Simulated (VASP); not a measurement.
A run of VASP 6.6.1 is set up as follows.

File INCAR:

```
SYSTEM = Fe
  PREC = Accurate
  ENCUT = 520
  EDIFF = 1E-7
  ISMEAR = -1
  SIGMA = 0.1
  LREAL = .FALSE.
  LASPH = .TRUE.
  NELM = 150
  ALGO = Normal
  ISIF = 2
  LWAVE = .FALSE.
  LCHARG = .TRUE.
  ISPIN = 2
  MAGMOM = 0.38
  LORBIT = 11
  NUPDOWN = 0.38
  LMAXMIX = 4
  GGA = PE
  LELF = .TRUE.
  LVHAR = .TRUE.
  NBANDS = 14
```

Contents of KPOINTS:

```
Automatic mesh
0
G
  12 12 12
  0 0 0
```

POSCAR

```
Fe
1.0
    0.0000000000      1.7845000000      1.7845000000
    1.7845000000      0.0000000000      1.7845000000
    1.7845000000      1.7845000000      0.0000000000
Fe
1
Direct
    0.0000000000      0.0000000000      0.0000000000
```

Potentials or basis: VASP PAW PBE potentials, release 64 (Fe).

Run with:

```bash
$ cat potpaw_PBE.64/Fe/POTCAR > POTCAR
$ mpirun -np 1 vasp_std > vasp.out
```

(1) Estimate the pressure.

Results:

(1) -21.5 GPa.

Caveat: the total moment is fixed, so each spin has its own Fermi level.
